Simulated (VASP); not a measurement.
Set up this calculation in VASP 6.6.1, as the native input.

```yaml
Task: single point
Functional: PBE
Potentials_or_basis: VASP PAW PBE potentials, release 64 (Bi_d, Te)
Cutoff: 520 eV
k_mesh: 10 × 10 × 10
Occupations: gaussian, width 0.05 eV
Spin: no spin polarisation
Dipole_correction: no
Further_INCAR_settings: ALGO = Normal; EDIFF = 1e-06; NBANDS = 18
```

The structure of BiTe lies in POSCAR:

```
BiTe
1.0
    3.8095880162      0.0000000000      0.0000000000
    0.0000000000      3.8095880162      0.0000000000
    0.0000000000      0.0000000000      3.8095880162
Bi Te
1 1
Direct
    0.0000000000      0.0000000000      0.0000000000
    0.5000000000      0.5000000000      0.5000000000
```

One way to write it, as run:

INCAR

```
PREC = Accurate
ENCUT = 520
EDIFF = 1E-6
ISMEAR = 0
SIGMA = 0.05
LREAL = False
LASPH = True
NELM = 100
ALGO = Normal
ISIF = 2
LWAVE = False
LCHARG = True
GGA = PE
LELF = True
LVHAR = True
NBANDS = 18
```

KPOINTS

```
Automatic mesh
0
Gamma
  10 10 10
```

Potentials or basis: VASP PAW PBE potentials, release 64 (Bi_d, Te).

Run with:

```sh
$ cat potpaw_PBE.64/Bi_d/POTCAR potpaw_PBE.64/Te/POTCAR > POTCAR
$ mpirun -np 1 vasp_std > vasp.out
```

It gave:

* Pressure: 5.5 GPa

Wall time 15 s on 1 thread of Intel(R) Xeon(R) 6975P-C (Granite Rapids), with other jobs on the host, peak memory 0.19 GiB.
